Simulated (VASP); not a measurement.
Here is a VASP 6.6.1 calculation.

INCAR

```
PREC = Accurate
ENCUT = 520
EDIFF = 1E-6
ISMEAR = 0
SIGMA = 0.05
LREAL = F
LASPH = T
NELM = 80
ALGO = Normal
ISIF = 2
LWAVE = F
LCHARG = F
GGA = PS
NBANDS = 26
```

File KPOINTS:

```
regular mesh
0
Gamma
  6 6 10
```

File POSCAR:

```
BN
1.0
    4.2663000000      0.0000000000      0.0000000000
    0.0000000000      4.2663000000      0.0000000000
    0.0000000000      0.0000000000      2.6903000000
B N
4 4
Direct
    0.1741337327      0.8258662673      0.5000000000
    0.3258662673      0.3258662673      0.0000000000
    0.6741337327      0.6741337327      0.0000000000
    0.8258662673      0.1741337327      0.5000000000
    0.8123909516      0.8123909516      0.5000000000
    0.3123909516      0.6876090484      0.0000000000
    0.6876090484      0.3123909516      0.0000000000
    0.1876090484      0.1876090484      0.5000000000
```

Potentials or basis: VASP PAW PBE potentials, release 64 (B, N).

The run is started by

```sh
$ cat potpaw_PBE.64/B/POTCAR potpaw_PBE.64/N/POTCAR > POTCAR
$ mpirun -np 1 vasp_std > vasp.out
```

Question: What does it give for the pressure?

Answer: 1.8 GPa.

Question: What does it give for the largest force?

Answer: 1.078 eV/Å.

Forces in eV/Å, atoms in the order of the input:
```
B    0.281 -0.281  0.000
B   -0.281 -0.281  0.000
B    0.281  0.281  0.000
B   -0.281  0.281  0.000
N   -0.762 -0.762  0.000
N   -0.762  0.762  0.000
N    0.762 -0.762  0.000
N    0.762  0.762  0.000
```

Caveat: the stress differs along the axes, from -46 to 26 GPa; the PAW data sets were made with another functional, which shifts forces and pressure a little.
